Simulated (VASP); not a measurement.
# CuO in VASP: further runs, part 2 of 2

VASP 6.6.1. Earlier steps stand in the parts before.

### 5 Relaxation of cell and atoms, PBEsol+U

This run uses another cell than the first one, of 10.73 Å³/atom.

The input, INCAR:

```
SYSTEM = CuO
PREC = Accurate ; ENCUT = 600
EDIFF = 1E-7 ; ISMEAR = -1
SIGMA = 0.05 ; LREAL = .False.
LASPH = .True. ; NELM = 150
ALGO = Fast ; ISIF = 3
LWAVE = .False. ; LCHARG = .False.
LMAXMIX = 4 ; LDAU = .True.
LDAUTYPE = 2 ; LDAUL = 2 -1
LDAUU = 6 0 ; LDAUJ = 0 0
LDAUPRINT = 1 ; GGA = PS
IBRION = 2 ; NSW = 60
EDIFFG = -0.01
```

The input, KPOINTS:

```
regular mesh
0
Gamma
  9 9 5
  0 0 0
```

The input, POSCAR:

```
CuO
1.0
    2.8795009639      0.0000000000      0.0000000000
    0.0390727580      2.8792794796      0.0000000000
    0.0174953863      0.0172449008      5.1763391994
Cu O
2 2
Direct
    0.0000000000      0.5000000000      0.0000000000
    0.5000000000      0.0000000000      0.5000000000
    0.9984239700      0.0016717800      0.7498871000
    0.0015760300      0.9983282200      0.2501129000
```

Potentials or basis: VASP PAW PBE potentials, release 64 (Cu, O).

Started as:

```
cat potpaw_PBE.64/Cu/POTCAR potpaw_PBE.64/O/POTCAR > POTCAR
mpirun -np 1 vasp_std > vasp.out
```

OUTCAR:

```text
SYSTEM = CuO
   PREC = Accurate
   ENCUT = 600
   EDIFF = 1E-7
   ISMEAR = -1
   LREAL = .False.
   LASPH = .True.
   NELM = 150
   ISIF = 3
   GGA = PS
   IBRION = 2
   NSW = 60
   EDIFFG = -0.01

 ion  position               nearest neighbor table
   1  0.000  0.500  0.000-   3 1.94   4 1.94   3 1.94   4 1.94
   2  0.500  0.000  0.500-   3 1.94   4 1.94   4 1.94   3 1.94
   3  0.998  0.002  0.750-   2 1.94   2 1.94   1 1.94   1 1.94
   4  0.002  0.998  0.250-   2 1.94   2 1.94   1 1.94   1 1.94

  LATTYP: Found a base centered monoclinic cell.
 ALAT       =    11.1169163425
 B/A-ratio  =     0.3638182808
 C/A-ratio  =     0.4656324948
 COS(beta)  =    -0.9295148209

  Lattice vectors:

[... 523 lines left out ...]
  ext. energy  EPLUGINS =         0.00000000
  ---------------------------------------------------
  free energy    TOTEN  =       -17.53910606 eV

  energy without entropy =      -17.52046749  energy(sigma->0) =      -17.52978677

 E-fermi :   4.9347     XC(G=0): -11.8762

 val. band max:        4.9289356926   @ k =  -0.4444  -0.4444   0.4000
 cond. band min:       4.9354169171   @ k =  -0.4444   0.4444  -0.4000
 fundamental gap:      0.0064812246
 Fermi energy:         4.9347437829

 k-point     1 :       0.0000    0.0000    0.0000
  band No.  band energies     occupation
      1     -14.9439      2.00000
      2     -13.4354      2.00000
      3      -3.7640      2.00000
      4      -1.1159      2.00000
      5      -1.0886      2.00000
      6      -0.0401      2.00000
[... 565 lines left out ...]
     20      11.2559      0.00000
     21      14.3476      0.00000

 [... further k-points ...]

------------------------ aborting loop because EDIFF is reached ----------------------------------------

  FORCE on cell =-STRESS in cart. coord.  units (eV):
  Direction    XX          YY          ZZ          XY          YZ          ZX
  --------------------------------------------------------------------------------------
  -------------------------------------------------------------------------------------
  Total        0.0095697      0.0147114      0.0115534     -0.0052675     -0.0021932     -0.0013133
  in kB        0.3691148      0.5674330      0.4456260     -0.2031715     -0.0845940     -0.0506563
  external PRESSURE =       0.4607246 kB  Pullay stress =       0.0000000 kB
[... 19 lines left out ...]
  FREE ENERGIE OF THE ION-ELECTRON SYSTEM (eV)
  ---------------------------------------------------
  free  energy   TOTEN  =       -17.5391060554 eV

  energy  without entropy=      -17.5204674926  energy(sigma->0) =      -17.52978677

 reached required accuracy - stopping structural energy minimisation
```

OSZICAR:

```text
N       E                     dE             d eps       ncg     rms          rms(c)
DAV:   1     0.323265272164E+03    0.32327E+03   -0.18712E+04  8622   0.288E+03
DAV:   2     0.267544296519E+02   -0.29651E+03   -0.28143E+03  8861   0.464E+02
DAV:   3    -0.185107781123E+02   -0.45265E+02   -0.43175E+02 10460   0.206E+02
DAV:   4    -0.207303908996E+02   -0.22196E+01   -0.21981E+01 10614   0.469E+01
[... 101 lines left out ...]
RMM:   5    -0.175391105835E+02    0.55019E-06   -0.30860E-05  9340   0.616E-02    0.178E-02
RMM:   6    -0.175391075628E+02    0.30207E-05   -0.20695E-05  9447   0.584E-02    0.880E-03
RMM:   7    -0.175391061721E+02    0.13906E-05   -0.11765E-05  9054   0.510E-02    0.359E-03
RMM:   8    -0.175391061079E+02    0.64223E-07   -0.24299E-06  8188   0.213E-02    0.172E-03
RMM:   9    -0.175391060554E+02    0.52494E-07   -0.70697E-07  7217   0.731E-03
   8 F= -.17539106E+02 E0= -.17529787E+02  d E =-.151660E-04
```

It took 33 min on 1 thread of Oxide Virtual Turin-like, shared host; peak memory 0.29 GiB.

Results:

```yaml
Free_energy: -17.5391 eV
Relaxed_volume: 10.38 Å³/atom
Relaxed_cell: a = 2.863 Å, b = 2.863 Å, c = 5.069 Å, α = 89.80°, β = 89.81°, γ = 89.25°
Space_group_after_relaxing_to_0.1_Å: P4_2/mmc (No. 131)
Energy_gained_by_relaxing: 7.8 meV/atom
Ionic_steps: 8
Pressure_after_relaxing: 0.0 GPa
Band_gap_on_the_k_mesh: zero (bands 17 and 18 overlap by 1.08 eV)
```

Forces in eV/Å, atoms in the order of the input:
```
Cu   0.000  0.000  0.000
Cu   0.000  0.000  0.000
O    0.000  0.000 -0.003
O    0.000  0.000  0.003
```

Step by step:
```tsv
step	energy change (eV)	largest force (eV/Å)	pressure (GPa)	volume (Å³)
1	0.0000	0.0101	-5.64	42.92
2	-0.0201	0.0033	3.93	40.61
3	-0.0309	0.0059	0.07	41.44
4	-0.0308	0.0058	0.30	41.41
5	-0.0311	0.0017	0.23	41.45
6	-0.0313	0.0046	0.16	41.51
7	-0.0312	0.0008	-0.18	41.58
8	-0.0313	0.0026	0.05	41.54
```

Final structure:
```
CELL_PARAMETERS angstrom
2.86293 -0.00071 -0.00005
0.03814 2.86244 0.00019
0.01730 0.01747 5.06876
ATOMIC_POSITIONS crystal
Cu 0.00000 0.50000 0.00000
Cu 0.50000 0.00000 0.50000
O 0.99852 0.00153 0.75003
O 0.00148 0.99847 0.24997
```

Levels at points of the mesh, in eV from the Fermi level:
```
           k point  band 14  band 15  band 16  band 17  band 18  band 19  band 20  band 21
(0.00, 0.00, 0.00)    -3.26    -2.92    -2.32     0.73     0.76     1.81     6.70     7.85
```

Eigenvalues of the final occupation matrices:
```tsv
site	spin	trace	eigenvalues
site 1 d	1	4.67	0.81 0.94 0.97 0.97 0.98
site 1 d	2	4.67	0.81 0.94 0.97 0.97 0.98
site 2 d	1	4.67	0.81 0.94 0.97 0.97 0.98
site 2 d	2	4.67	0.81 0.94 0.97 0.97 0.98
```

Caveat: the PAW data sets were made with another functional, which shifts forces and pressure a little; U without spin polarisation on a metal has little footing.

### 6 Relaxation of cell and atoms, r2SCAN+D3(BJ)

This run uses another cell than the first one, of 10.73 Å³/atom.

POSCAR is that of step 5.

The input, INCAR.step1:

```
PREC = Accurate
ENCUT = 600
ISMEAR = -1
SIGMA = 0.05
LREAL = False
LASPH = True
NELM = 80
GGA = PE
ALGO = Normal
EDIFF = 1E-4
LWAVE = True
LCHARG = False
KPAR = 4
```

The input, INCAR.step2:

```
PREC = Accurate
ENCUT = 600
EDIFF = 1E-6
ISMEAR = -1
SIGMA = 0.05
LREAL = False
LASPH = True
NELM = 80
ALGO = Normal
ISIF = 3
LWAVE = False
LCHARG = False
METAGGA = R2SCAN
LMIXTAU = True
IVDW = 12
VDW_S6 = 1.0
VDW_S8 = 0.78981345
VDW_A1 = 0.49484001
VDW_A2 = 5.73083694
IBRION = 2
NSW = 60
EDIFFG = -0.01
ISTART = 1
KPAR = 4
```

The input, KPOINTS:

```
regular mesh
0
Gamma
  9 9 5
```

Potentials or basis: VASP PAW PBE potentials, release 64 (Cu, O).

Started as:

```
cat potpaw_PBE.64/Cu/POTCAR potpaw_PBE.64/O/POTCAR > POTCAR
cp INCAR.step1 INCAR
mpirun -np 4 vasp_std > vasp.out
cp INCAR.step2 INCAR
mpirun -np 4 vasp_std > vasp.out
```

OUTCAR:

```text
PREC = Accurate
   ENCUT = 600
   EDIFF = 1E-6
   ISMEAR = -1
   LREAL = False
   LASPH = True
   NELM = 80
   ISIF = 3
   METAGGA = R2SCAN
   IVDW = 12
   IBRION = 2
   NSW = 60
   EDIFFG = -0.01
   ISTART = 1
 IVDW          = 12

 ion  position               nearest neighbor table
   1  0.000  0.500  0.000-   3 1.94   4 1.94   3 1.94   4 1.94
   2  0.500  0.000  0.500-   3 1.94   4 1.94   4 1.94   3 1.94
   3  0.998  0.002  0.750-   2 1.94   2 1.94   1 1.94   1 1.94
   4  0.002  0.998  0.250-   2 1.94   2 1.94   1 1.94   1 1.94

  LATTYP: Found a base centered monoclinic cell.
 ALAT       =    11.1169163425
 B/A-ratio  =     0.3638182808
 C/A-ratio  =     0.4656324948
 COS(beta)  =    -0.9295148209

  Lattice vectors:

 A1 = (   2.8620055776,  -0.0172449008,  -5.1763391994)
 A2 = (   0.0215773717,   2.8620345788,  -5.1763391994)
 A3 = (   0.0174953863,   0.0172449008,   5.1763391994)

Analysis of symmetry for initial positions (statically):
=====================================================================
 Subroutine PRICEL returns:
 Original cell was already a primitive cell.

 Routine SETGRP: Setting up the symmetry group for a
 base centered monoclinic supercell.

 Subroutine GETGRP returns: Found  2 space group operations
 (whereof  2 operations were pure point group operations)
 out of a pool of  4 trial point group operations.

The static configuration has the point symmetry S_2 .

Analysis of symmetry for dynamics (positions and initial velocities):
=====================================================================
 Subroutine PRICEL returns:
 Original cell was already a primitive cell.

 Routine SETGRP: Setting up the symmetry group for a
 base centered monoclinic supercell.

 Subroutine GETGRP returns: Found  2 space group operations
 (whereof  2 operations were pure point group operations)
 out of a pool of  4 trial point group operations.

The dynamic configuration has the point symmetry S_2 .

 Subroutine INISYM returns: Found  2 space group operations
 (whereof  2 operations are pure point group operations),
 and found     1 'primitive' translations

----------------------------------------------------------------------------------------

                                     Primitive cell

[... 100 lines left out ...]
   ISIF   =      3    stress and relaxation
   ISYM   =      2    0-nonsym 1-usesym 2-fastsym
   POTIM  = 0.5000    time-step for ionic-motion
   TEBEG  =    0.0;   TEEND  =   0.0 temperature during run
   PSTRESS=    0.0 pullay stress
   NELECT =      34.0000    total number of electrons
   NUPDOWN=      -1.0000    fix difference up-down
   EMIN   =  10.00;   EMAX   =-10.00  energy-range for DOS
   EFERMI =   0.00;   METHOD = LEGACY
   ISMEAR =    -1;   SIGMA  =   0.05  broadening in eV -4-tet -1-fermi 0-gaus
   EFERMI_NEDOS =   21; number of points for ismear=-14 and -15
   IALGO  =     38    algorithm
   IMIX   =      4    mixing-type and parameters
     AMIX     =   0.40;   BMIX     =  1.00
     AMIX_MAG =   1.60;   BMIX_MAG =  1.00
  volume/ion in A,a.u.               =      10.73        72.40
  Fermi-wavevector in a.u.,A,eV,Ry     =   1.514816  2.862587 31.220846  2.294667
  Thomas-Fermi vector in A             =   2.624423
   LORBIT       =      0    0 simple, 1 ext, 2 COOP (PROOUT), +10 PAW based schemes
   METAGGA = R2SCAN    functional components
   LHFCALC =     F    Hartree Fock is set to
   AEXX    =    0.0000 exact exchange contribution
   IVDW    =    12    specifies the selected vdW correction
   LEPSILON=     F    determine dielectric tensor
   LRPA    =     F    only Hartree local field effects (RPA)
 conjugate gradient relaxation of ions
 non-spin polarized calculation
  energy-cutoff  :      600.00
  volume of cell :       42.92
 maximum number of plane-waves:      1445
   NGX = 11   NGY = 11   NGZ = 21

--------------------------------------- Ionic step        1  -------------------------------------------

 number of electron      33.9999984 magnetization

 Free energy of the ion-electron system (eV)
  ---------------------------------------------------
  ext. energy  EPLUGINS =         0.00000000
  ---------------------------------------------------
  free energy    TOTEN  =       -36.48230239 eV

  energy without entropy =      -36.46317994  energy(sigma->0) =      -36.47274117

------------------------ aborting loop because EDIFF is reached ----------------------------------------

 Edisp (eV)   -0.50419

 E8    (eV) :    -0.1482
[... 201 lines left out ...]
--------------------------------------- Ionic step        6  -------------------------------------------

 number of electron      33.9999982 magnetization

 Free energy of the ion-electron system (eV)
  ---------------------------------------------------
  ext. energy  EPLUGINS =         0.00000000
  ---------------------------------------------------
  free energy    TOTEN  =       -36.48146860 eV

  energy without entropy =      -36.46249841  energy(sigma->0) =      -36.47198350

 E-fermi :   5.2005     XC(G=0): -12.2512

 val. band max:        5.1990180534   @ k =   0.4444   0.4444   0.4000
 cond. band min:       5.2231234998   @ k =  -0.2222   0.1111   0.0000
 fundamental gap:      0.0241054464
 Fermi energy:         5.2005328915

 k-point     1 :       0.0000    0.0000    0.0000
  band No.  band energies     occupation
      1     -16.0736      2.00000
      2     -14.7552      2.00000
      3      -3.5097      2.00000
      4      -0.6709      2.00000
      5      -0.6444      2.00000
      6       1.1284      2.00000
[... 565 lines left out ...]
     20      11.4181      0.00000
     21      14.7240      0.00000

 [... further k-points ...]

------------------------ aborting loop because EDIFF is reached ----------------------------------------

 Edisp (eV)   -0.50856

 E8    (eV) :    -0.1495
[... 27 lines left out ...]
  FREE ENERGIE OF THE ION-ELECTRON SYSTEM (eV)
  ---------------------------------------------------
  free  energy   TOTEN  =       -36.9900240395 eV

  energy  without entropy=      -36.9710538531  energy(sigma->0) =      -36.98053895

 reached required accuracy - stopping structural energy minimisation
```

OUTCAR.step1:

```text
PREC = Accurate
   ENCUT = 600
   ISMEAR = -1
   LREAL = False
   LASPH = True
   NELM = 80
[... 805 lines left out ...]
      1.44850      0.00862      2.58817         0.000000      0.000000      0.000000
      2.88815      0.01775      3.88167         0.002631     -0.004215      0.003003
      0.04792      2.87878      1.29467        -0.002631      0.004215     -0.003003
 -----------------------------------------------------------------------------------
    total drift:                                0.000000     -0.000000     -0.000000

  FREE ENERGIE OF THE ION-ELECTRON SYSTEM (eV)
  ---------------------------------------------------
  free  energy   TOTEN  =       -19.6959166977 eV

  energy  without entropy=      -19.6765705859  energy(sigma->0) =      -19.68624364
```

OSZICAR.step1:

```text
N       E                     dE             d eps       ncg     rms          rms(c)
DAV:   1     0.325129479153E+03    0.32513E+03   -0.18459E+04  8638   0.282E+03
DAV:   2     0.230324533886E+02   -0.30210E+03   -0.28671E+03  8746   0.463E+02
DAV:   3    -0.239527201003E+02   -0.46985E+02   -0.44534E+02 11669   0.203E+02
DAV:   4    -0.259839074551E+02   -0.20312E+01   -0.20046E+01 11732   0.426E+01
DAV:   5    -0.260115394128E+02   -0.27632E-01   -0.27608E-01 11298   0.474E+00    0.178E+01
DAV:   6    -0.232840109354E+02    0.27275E+01   -0.54639E+01 12676   0.186E+02    0.134E+01
DAV:   7    -0.195098681158E+02    0.37741E+01   -0.11985E+01 10108   0.139E+02    0.286E+00
DAV:   8    -0.197375769990E+02   -0.22771E+00   -0.28300E+00  9519   0.120E+01    0.174E+00
DAV:   9    -0.197125612595E+02    0.25016E-01   -0.17737E-01 14952   0.113E+01    0.905E-01
DAV:  10    -0.197057110211E+02    0.68502E-02   -0.72173E-02 13462   0.865E+00    0.815E-01
DAV:  11    -0.196976008253E+02    0.81102E-02   -0.20820E-02 15499   0.448E+00    0.409E-01
DAV:  12    -0.196959045981E+02    0.16962E-02   -0.12202E-02 13195   0.140E+00    0.729E-02
DAV:  13    -0.196959166977E+02   -0.12100E-04   -0.45333E-04  8627   0.498E-01
   1 F= -.19695917E+02 E0= -.19686244E+02  d E =-.193461E-01
```

Run time: 25 min. Hardware: 4 MPI ranks of Oxide Virtual Turin-like, shared host; peak memory 0.31 GiB.

Results:

| Item | Value |
| --- | --- |
| Free energy | -36.9900 eV |
| Relaxed volume | 10.64 Å³/atom |
| Relaxed cell | a = 2.880 Å, b = 2.879 Å, c = 5.134 Å, α = 89.79°, β = 89.80°, γ = 89.26° |
| Space group after relaxing (to 0.1 Å) | P4_2/mmc (No. 131) |
| Energy gained by relaxing | 0.9 meV/atom |
| Ionic steps | 6 |
| Pressure after relaxing | 0.1 GPa |
| Largest force after relaxing | 0.006 eV/Å |
| Band gap on the k mesh | zero (bands 17 and 18 overlap by 0.96 eV) |
| Dispersion energy per atom | -0.127 eV |

Forces in eV/Å, atoms in the order of the input:
```
Cu   0.000  0.000  0.000
Cu   0.000  0.000  0.000
O    0.001  0.000 -0.006
O   -0.001  0.000  0.006
```

The path:
| step | energy change (eV) | largest force (eV/Å) | pressure (GPa) | volume (Å³) |
| --- | --- | --- | --- | --- |
| 1 | 0.0000 | 0.0110 | -1.84 | 42.92 |
| 2 | -0.0014 | 0.0025 | 1.68 | 42.15 |
| 3 | -0.0032 | 0.0068 | 0.13 | 42.48 |
| 4 | -0.0032 | 0.0066 | 0.17 | 42.47 |
| 5 | -0.0034 | 0.0023 | 0.11 | 42.51 |
| 6 | -0.0035 | 0.0064 | 0.06 | 42.56 |

Final structure:
```xyz
4
Lattice="2.8797 -0.0008 0.0000 0.0382 2.8789 0.0003 0.0175 0.0177 5.1335" Properties=species:S:1:pos:R:3 pbc="T T T"
Cu    2.8988    1.4386    0.0001
Cu    1.4486    0.0084    2.5667
O     2.8887    0.0168    3.8504
O     0.0468    2.8790    1.2834
```

Caveat: the PAW data sets were made with another functional, which shifts forces and pressure a little; semilocal functionals often make such compounds metallic where correlation or magnetic order opens a gap, which also shifts bond lengths. With open d or f shells a metallic result of r2SCAN can be an artefact of self-interaction; +U or a hybrid may open a gap.

### 7 Summary

```tsv
task	level	potentials or basis	U	cell	cutoff (eV)	gap on the mesh (eV)	pressure (GPa)	relaxed volume (Å³/atom)	largest force (eV/Å)
single point	BLYP	VASP PAW PBE potentials, release 64 (Cu_sv_GW, O)	-	a = 2.994, b = 2.994, c = 5.196 Å, 4 atoms, atomic positions A	820	none	-0.6	-	-
single point	RPBE	VASP PAW PBE potentials, release 64 (Cu_sv_GW, O)	-	a = 2.821, b = 2.821, c = 5.071 Å, angles 89.8, 89.8, 89.2°, 4 atoms, atomic positions B	820	none	23.6	-	0.01
relaxation of cell and atoms	PBEsol	VASP PAW PBE potentials, release 64 (Cu, O)	-	relaxed to 30 GPa from a = 2.880, b = 2.880, c = 5.176 Å, angles 89.8, 89.8, 89.2°, 4 atoms, atomic positions B	600	none	29.9	-	0.02
relaxation of cell and atoms	PBEsol+U	VASP PAW PBE potentials, release 64 (Cu, O)	Cu d U = 6.0 eV	relaxed from a = 2.880, b = 2.880, c = 5.176 Å, angles 89.8, 89.8, 89.2°, 4 atoms, atomic positions B	600	none	0.0	10.38	-
relaxation of cell and atoms	r2SCAN+D3(BJ)	VASP PAW PBE potentials, release 64 (Cu, O)	-	relaxed from a = 2.880, b = 2.880, c = 5.176 Å, angles 89.8, 89.8, 89.2°, 4 atoms, atomic positions B	600	none	0.1	10.64	0.01
```

Alike in all rows: no spin polarisation; k mesh 9 × 9 × 5; smearing fermi-dirac 0.05 eV.

Caveats: the PAW data sets were made with another functional, which shifts forces and pressure a little; semilocal functionals often make such compounds metallic where correlation or magnetic order opens a gap, which also shifts bond lengths (at least some runs); the cell stands under pressure (at least some runs); the cell is relaxed towards a set pressure, so the run minimises the enthalpy, not the energy (at least some runs); U without spin polarisation on a metal has little footing (at least some runs).

Absolute energies hang on the potentials; compare differences alone.

The gap in the log of VASP goes by the Fermi energy; the results here count the filled bands.